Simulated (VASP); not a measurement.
Bi, 1 atom in the cell. It takes space group Immm (No. 71, orthorhombic). Conventional cell: a = 3.615 Å, b = 3.645 Å, c = 4.497 Å, α = 90.00°, β = 90.00°, γ = 90.00°. Within 4.5 Å of Bi (site symmetry mmm) lie 14 Bi at 3.41 to 4.50 Å.  This cell differs from its parent crystal: strain +e along x and -e along y -0.1125, strain +e along z and -e/2 along x and y -0.0700.

| Item | Value |
| --- | --- |
| Program | VASP 6.6.1 |
| Task | single point |
| Functional | PBE |
| Dispersion | D3(BJ) |
| Potentials or basis | VASP PAW PBE potentials, release 64 (Bi_d) |
| Cutoff | 520 eV |
| k mesh | 16 × 16 × 16 |
| Occupations | gaussian, width 0.15 eV |
| Spin | no spin polarisation |
| Dipole correction | no |
| Further INCAR settings | ALGO = Fast; EDIFF = 1e-07; NBANDS = 14 |

Potentials or basis: VASP PAW PBE potentials, release 64 (Bi_d).

Command:

```sh
$ cat potpaw_PBE.64/Bi_d/POTCAR > POTCAR
$ mpirun -np 1 vasp_std > vasp.out
```

Hardware: 1 thread of Intel Xeon 8259CL, on a shared host.

**Question.** How long does it take, and how much memory?

**Answer.** Run time: 6.4 min on 1 thread of Intel Xeon 8259CL, with other jobs on the host, peak memory 0.35 GiB. Counts: scf iterations 13, k points 621.
